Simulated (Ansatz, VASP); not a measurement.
# Mg3Te in VASP and in Ansatz

The input INCAR:

```
SYSTEM = Mg3Te
ALGO     = Fast           ! electronic algorithm
EDIFF    = 1E-6           ! SCF threshold, eV
ENCUT    = 520            ! plane-wave cutoff, eV
GGA      = PE             ! functional
ISIF     = 2              ! what is computed and relaxed
ISMEAR   = 0              ! smearing method
LASPH    = .TRUE.         ! aspherical terms in the spheres
LCHARG   = .FALSE.        ! write CHGCAR
LREAL    = .FALSE.        ! projectors in reciprocal space
LWAVE    = .FALSE.        ! write WAVECAR
NBANDS   = 14             ! bands
NELM     = 100            ! most SCF steps
PREC     = Accurate       ! precision mode
SIGMA    = 0.1            ! smearing width, eV
```

KPOINTS

```
k-points
0
G
  14 14 14
  0 0 0
```

Contents of POSCAR:

```
Mg3Te
1.0
   -2.2058299152      2.2058299152      4.9711909822
    2.2058299152     -2.2058299152      4.9711909822
    2.2058299152      2.2058299152     -4.9711909822
Mg Te
3 1
Direct
    0.5000000000      0.5000000000      0.0000000000
    0.7500000000      0.2500000000      0.5000000000
    0.2500000000      0.7500000000      0.5000000000
    0.0000000000      0.0000000000      0.0000000000
```

Input for Ansatz:

```yaml
crystal:
  lattice:
    - [-2.2058299152, 2.2058299152, 4.9711909822]
    - [2.2058299152, -2.2058299152, 4.9711909822]
    - [2.2058299152, 2.2058299152, -4.9711909822]
  atoms:
    - { symbol: Mg, position: [0.5, 0.5, 0.0] }
    - { symbol: Mg, position: [0.75, 0.25, 0.5] }
    - { symbol: Mg, position: [0.25, 0.75, 0.5] }
    - { symbol: Te, position: [0.0, 0.0, 0.0] }
basis:
  ecutwfc: 420
kpoints:
  mp_grid: { grid: [14, 14, 14] }
hamiltonian:
  xc: pbe
scf:
  occupations: { method: gaussian, width: 0.1 }
output:
  forces: true
  stress: true
  eigenvalues: true
```

Alike in both runs: task single point; functional PBE; k mesh 14 × 14 × 14; occupations gaussian, width 0.1 eV; no spin polarisation.

```csv
,VASP,Ansatz
version,VASP 6.6.1,Ansatz 0.2.0
potentials or method,"VASP PAW PBE potentials, release 64 (Mg, Te), cutoff 520 eV","scalar-relativistic, plane waves, PAW"
valence electrons in the cell,12,46
```

|  | VASP | Ansatz | Ansatz less VASP |
| --- | --- | --- | --- |
| gap on the k mesh at the Fermi level (eV) | none | none | - |
| pressure (GPa) | -0.3 | -0.2 | +0.10 |
| traceless stress, the component that is largest in VASP (GPa) | 0.89 | 0.90 | +0.007 |

A gap of «none» marks a metal or a gap that the smearing closes. VASP's potentials hold 12 valence electrons a cell and Ansatz's 46, so a difference there can come from the potentials and not from the codes.

Spin-orbit coupling is off throughout.
